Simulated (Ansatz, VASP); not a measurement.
## SiTe, level by level in two programs

```
Si Te
1.0
     3.71434    0.00000    0.00000
    -1.85717    3.21671    0.00000
     0.00000    0.00000    4.97637
Si Te
1 1
Direct
  0.00000 0.00000 0.50000
  0.00000 0.00000 0.00000
```

Single points on this cell with VASP 6.6.1 and Ansatz 0.2.0. Each row is one pair of runs. Alike in all rows: spin: off; k mesh: 4 × 4 × 3; smearing: fermi-dirac, width 0.05 eV.

| level | VASP's potentials, cutoff | Ansatz's potentials, cutoff | gap on the k mesh at the Fermi level (eV), VASP | gap on the k mesh at the Fermi level (eV), Ansatz | pressure (GPa), VASP | pressure (GPa), Ansatz |
| --- | --- | --- | --- | --- | --- | --- |
| HF | VASP PAW PBE potentials, release 64 (Si, Te), 400 eV | Ansatz PAW, 420 eV | none | none | 2.0 | 3.8 |
| r2SCANh | VASP PAW PBE potentials, release 64 (Si, Te), 440 eV | Ansatz PAW, 500 eV | ? | none | ? | -0.1 |
| r2SCAN50 | VASP PAW PBE potentials, release 64 (Si, Te), 440 eV | Ansatz PAW, 500 eV | none | none | -1.2 | -2.4 |

Fill in what VASP gave in row 2.

gap on the k mesh at the Fermi level (eV): none; pressure (GPa): 1.1.

VASP's potentials hold 10 valence electrons a cell and Ansatz's 20, so a difference there can come from the potentials and not from the codes.

A gap of «none» marks a metal or a gap that the smearing closes.

The k mesh is coarse, so the values compare programs but aren't converged. Neither program's run includes spin-orbit coupling.
